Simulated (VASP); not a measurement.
# CuAs (P6_3/mmc) in VASP: a series of runs, part 2 of 2

VASP 6.6.1.

### Step 4. Single point, LDA

This run uses another cell than the first one, of 14.90 Å³/atom, 1.019 times its volume.

Input file INCAR:

```
SYSTEM = CuAs
ALGO = Normal
EDIFF = 1E-7
ENCUT = 520
GGA = CA
ISIF = 2
ISMEAR = 0
LASPH = .TRUE.
LCHARG = .FALSE.
LREAL = .FALSE.
LWAVE = .FALSE.
NBANDS = 24
NELM = 60
PREC = Accurate
SIGMA = 0.15
```

Input file KPOINTS:

```
k-points
0
G
  12 12 8
  0 0 0
```

Input file POSCAR:

```
CuAs
1.0
    3.8679000000      0.0000000000      0.0000000000
   -1.9339500000      3.3496996593      0.0000000000
    0.0000000000      0.0000000000      4.5989000000
Cu As
2 2
Direct
    0.0000000000      0.0000000000      0.5000000000
    0.0000000000      0.0000000000      0.0000000000
    0.6666666667      0.3333333333      0.7500000000
    0.3333333333      0.6666666667      0.2500000000
```

Potentials or basis: VASP PAW LDA potentials, release 64 (Cu, As).

Started as:

```
cat potpaw_LDA.64/Cu/POTCAR potpaw_LDA.64/As/POTCAR > POTCAR
mpirun -np 1 vasp_std > vasp.out
```

OUTCAR:

```text
SYSTEM = CuAs
   EDIFF = 1E-7
   ENCUT = 520
   GGA = CA
   ISIF = 2
   ISMEAR = 0
   LASPH = .TRUE.
   LREAL = .FALSE.
   NELM = 60
   PREC = Accurate

 ion  position               nearest neighbor table
   1  0.000  0.000  0.500-   2 2.30   2 2.30   4 2.51   3 2.51   3 2.51   4 2.51   3 2.51   4 2.51

   2  0.000  0.000  0.000-   1 2.30   1 2.30   4 2.51   3 2.51   3 2.51   4 2.51   3 2.51   4 2.51

   3  0.667  0.333  0.750-   1 2.51   2 2.51   1 2.51   2 2.51   1 2.51   2 2.51
   4  0.333  0.667  0.250-   1 2.51   2 2.51   1 2.51   2 2.51   1 2.51   2 2.51

  LATTYP: Found a hexagonal cell.
 ALAT       =     3.8679000000
 C/A-ratio  =     1.1889914424

  Lattice vectors:

 A1 = (   3.8679000000,   0.0000000000,   0.0000000000)
 A2 = (  -1.9339500000,   3.3496996593,   0.0000000000)
 A3 = (   0.0000000000,   0.0000000000,   4.5989000000)

Analysis of symmetry for initial positions (statically):
=====================================================================
 Subroutine PRICEL returns:
 Original cell was already a primitive cell.

 Routine SETGRP: Setting up the symmetry group for a
 hexagonal supercell.

 Subroutine GETGRP returns: Found 24 space group operations
 (whereof 12 operations were pure point group operations)
 out of a pool of 24 trial point group operations.

The static configuration has the point symmetry D_3d.
 The point group associated with its full space group is D_6h.

Analysis of symmetry for dynamics (positions and initial velocities):
=====================================================================
 Subroutine PRICEL returns:
 Original cell was already a primitive cell.

 Routine SETGRP: Setting up the symmetry group for a
 hexagonal supercell.

 Subroutine GETGRP returns: Found 24 space group operations
 (whereof 12 operations were pure point group operations)
 out of a pool of 24 trial point group operations.

[... 118 lines left out ...]
   EMIN   =  10.00;   EMAX   =-10.00  energy-range for DOS
   EFERMI =   0.00;   METHOD = LEGACY
   ISMEAR =     0;   SIGMA  =   0.15  broadening in eV -4-tet -1-fermi 0-gaus
   EFERMI_NEDOS =   21; number of points for ismear=-14 and -15
   IALGO  =     38    algorithm
   IMIX   =      4    mixing-type and parameters
     AMIX     =   0.40;   BMIX     =  1.00
     AMIX_MAG =   1.60;   BMIX_MAG =  1.00
  volume/ion in A,a.u.               =      14.90       100.52
  Fermi-wavevector in a.u.,A,eV,Ry     =   1.330699  2.514656 24.092647  1.770760
  Thomas-Fermi vector in A             =   2.459766
   LORBIT       =      0    0 simple, 1 ext, 2 COOP (PROOUT), +10 PAW based schemes
   GGA     = CA    functional components
   LHFCALC =     F    Hartree Fock is set to
   AEXX    =    0.0000 exact exchange contribution
   IVDW    =     0    specifies the selected vdW correction
   LEPSILON=     F    determine dielectric tensor
   LRPA    =     F    only Hartree local field effects (RPA)
 non-spin polarized calculation
 Gauss-broadening in eV      SIGMA  =   0.15
  energy-cutoff  :      520.00
  volume of cell :       59.58
 maximum number of plane-waves:      1620
 NGX is ok and might be reduce to    30
   NGX = 15   NGY = 15   NGZ = 17

 number of electron      31.9999972 magnetization

 Free energy of the ion-electron system (eV)
  ---------------------------------------------------
  ext. energy  EPLUGINS =         0.00000000
  ---------------------------------------------------
  free energy    TOTEN  =       -20.00077761 eV

  energy without entropy =      -19.97849279  energy(sigma->0) =      -19.98963520

 E-fermi :   7.3630     XC(G=0): -11.7906

 val. band max:        7.3558339167   @ k =   0.0833   0.0833   0.5000
 cond. band min:       7.3662979273   @ k =   0.1667   0.0833   0.3750
 fundamental gap:      0.0104640106
 Fermi energy:         7.3630270048

 k-point     1 :       0.0000    0.0000    0.0000
  band No.  band energies     occupation
      1      -6.8229      2.00000
      2      -2.3097      2.00000
      3       1.0581      2.00000
      4       1.8917      2.00000
      5       1.8917      2.00000
      6       2.0841      2.00000
[... 637 lines left out ...]
     23      15.7076      0.00000
     24      16.4169      0.00000

 [... further k-points ...]
[... 5 lines left out ...]
  --------------------------------------------------------------------------------------
  -------------------------------------------------------------------------------------
  Total       -0.6530444     -0.6530444      3.9324728      0.0000000     -0.0000000      0.0000000
  in kB      -17.5597462    -17.5597462    105.7404705      0.0000000     -0.0000000      0.0000000
  external PRESSURE =      23.5403260 kB  Pullay stress =       0.0000000 kB

 VOLUME and BASIS-vectors are now :
 -----------------------------------------------------------------------------
  energy-cutoff  :      520.00
  volume of cell :       59.58
      direct lattice vectors                 reciprocal lattice vectors
     3.867900000  0.000000000  0.000000000     0.258538225  0.149267114  0.000000000
    -1.933950000  3.349699659  0.000000000     0.000000000  0.298534227  0.000000000
     0.000000000  0.000000000  4.598900000     0.000000000  0.000000000  0.217443302

 POSITION                                       TOTAL-FORCE (eV/Angst)
 -----------------------------------------------------------------------------------
      0.00000      0.00000      2.29945         0.000000      0.000000      0.000000
      0.00000      0.00000      0.00000         0.000000      0.000000      0.000000
      1.93395      1.11657      3.44918        -0.000000     -0.000000      0.000000
     -0.00000      2.23313      1.14973         0.000000      0.000000      0.000000
 -----------------------------------------------------------------------------------
    total drift:                                0.000000      0.000000      0.000000

  FREE ENERGIE OF THE ION-ELECTRON SYSTEM (eV)
  ---------------------------------------------------
  free  energy   TOTEN  =       -20.0007776110 eV

  energy  without entropy=      -19.9784927899  energy(sigma->0) =      -19.98963520
```

Run time: 67 s. Hardware: 1 thread of Intel Xeon 6975P-C (Granite Rapids), shared host; peak memory 0.24 GiB.

What came out:

```yaml
Free_energy: -20.0008 eV
Pressure: 2.4 GPa
Band_gap_on_the_k_mesh: zero (band 16 reaches 8.30 eV, above the bottom of band 17 at 6.63 eV)
```

### Step 5. Summary

```tsv
cell	gap on the mesh (eV)	pressure (GPa)
a = 3.780, b = 3.780, c = 4.729 Å, angles 90.0, 90.0, 120.0°, 4 atoms	none	4.4
a = 3.603, b = 3.603, c = 5.247 Å, angles 90.0, 90.0, 120.0°, 4 atoms	none	3.6
a = 3.868, b = 3.868, c = 4.599 Å, angles 90.0, 90.0, 120.0°, 4 atoms	none	2.4
```

Alike in all rows: task single point; level LDA; potentials or basis VASP PAW LDA potentials, release 64 (Cu, As); no spin polarisation; k mesh 12 × 12 × 8; cutoff (eV) 520; smearing gaussian 0.15 eV.

Absolute energies hang on the potentials; compare differences alone.
